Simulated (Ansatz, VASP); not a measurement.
## SnO: VASP beside Ansatz

File POSCAR:

```
SnO
1.0
    3.1051543204      0.0000000000      0.0000000000
    0.0000000000      3.1051543204      0.0000000000
    0.0000000000      0.0000000000      3.1051543204
Sn O
1 1
Direct
    0.5000000000      0.5000000000      0.5000000000
    0.0000000000      0.0000000000      0.0000000000
```

File INCAR.step1:

```
ALGO = Normal
EDIFF = 1E-4
ENCUT = 600
GGA = PE
ISMEAR = 0
LASPH = T
LCHARG = F
LREAL = F
LWAVE = T
NELM = 100
PREC = Accurate
SIGMA = 0.1
```

The input INCAR.step2:

```
ALGO = Normal
EDIFF = 1E-6
EDIFFG = -0.04
ENCUT = 600
IBRION = 2
ISIF = 3
ISMEAR = 0
ISTART = 1
LASPH = T
LCHARG = F
LMIXTAU = T
LREAL = F
LWAVE = F
METAGGA = R2SCAN
NELM = 100
NSW = 90
PREC = Accurate
SIGMA = 0.1
```

Contents of KPOINTS:

```
k-points
0
Gamma
  6 6 6
```

Input for Ansatz:

```yaml
crystal:
  lattice:
    - [3.1051543204, 0.0, 0.0]
    - [0.0, 3.1051543204, 0.0]
    - [0.0, 0.0, 3.1051543204]
  atoms:
    - { symbol: Sn, position: [0.5, 0.5, 0.5] }
    - { symbol: O, position: [0.0, 0.0, 0.0] }
basis:
  ecutwfc: 500
kpoints:
  mp_grid: { grid: [6, 6, 6] }
hamiltonian:
  xc: r2scan
scf:
  occupations: { method: gaussian, width: 0.1 }
  lower_state_search: "off"
output:
  forces: true
  stress: true
  eigenvalues: true
relax:
  adjacent_minimum: "off"
  f_tol: 0.04
  max_steps: 70
  cell: { stress_tol: 0.4 }
```

Alike in both runs: task relaxation of cell and atoms; functional r2SCAN; k mesh 6 × 6 × 6; occupations gaussian, width 0.1 eV; no spin polarisation.

|  | VASP | Ansatz |
| --- | --- | --- |
| version | VASP 6.6.1 | Ansatz 0.2.0 |
| potentials or method | VASP PAW PBE potentials, release 64 (Sn_d, O), cutoff 600 eV | scalar-relativistic, plane waves, PAW |
| valence electrons in the cell | 20 | 20 |

```csv
,VASP,Ansatz,Ansatz less VASP
"gap on the k mesh at the Fermi level, each at its own relaxed structure (eV)",0.36,0.36,+0.004
relaxed volume (Å³/atom),14.97,14.97,0.000
relaxed cell length with the largest relative difference (Å),3.105,3.105,0.0000
```

VASP's potentials were made for PBE, not for r2SCAN.

Noted on VASP's run: the relaxation stopped at its first step, so nothing moved.
